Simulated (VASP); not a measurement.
**In2Ge2O3: single point with PBE**

In2Ge2O3:

```xyz
7
Lattice="5.2253 0.0000 0.0000 -2.6127 4.5253 0.0000 0.0000 0.0000 7.9526" Properties=species:S:1:pos:R:3 pbc="T T T"
In    0.0000    0.0000    2.1433
In    0.0000    0.0000    5.8092
Ge    0.0000    3.0168    4.8673
Ge    2.6127    1.5084    3.0853
O     3.4205    0.0000    3.9763
O    -1.7103    2.9623    3.9763
O     0.9024    1.5630    3.9763
```

```
Program             : VASP 6.6.1
Task                : single point
Functional          : PBE
Potentials or basis : VASP PAW PBE potentials, release 64 (In_d, Ge_d, O)
Cutoff              : 520 eV
k mesh              : 6 × 6 × 4
Occupations         : gaussian, width 0.01 eV
Spin                : no spin polarisation
```

The pressure is 0.0 GPa and the largest force is 0.058 eV/Å. The band gap on the k mesh is 1.45 eV (least direct gap 2.01 eV).

Forces on the atoms (eV/Å):
```
In   0.000  0.000 -0.019
In   0.000  0.000  0.019
Ge   0.000  0.000  0.058
Ge   0.000  0.000 -0.058
O    0.011  0.000  0.000
O   -0.006  0.010  0.000
O   -0.006 -0.010  0.000
```

Levels at points of the mesh, in eV from the valence-band top:
```csv
k point,band 34,band 35,band 36,band 37,band 38,band 39
"(0.00, 0.00, 0.00)",-1.35,-0.85,0.00,2.08,2.08,2.23
"(0.50, 0.00, 0.00)",-2.43,-1.24,-0.91,1.59,1.99,2.73
"(0.00, 0.00, 0.50)",-2.06,-0.06,-0.05,2.01,2.01,2.93
"(0.50, 0.00, 0.50)",-2.18,-1.77,-0.86,1.74,2.14,2.64
```

Run time: 7.2 min on 1 thread of Intel Xeon 8259CL, with other jobs on the host, peak memory 0.4 GiB.

Caveat: spin-orbit coupling is left out, which moves the levels of the heavy elements. A k mesh can miss the band edges.
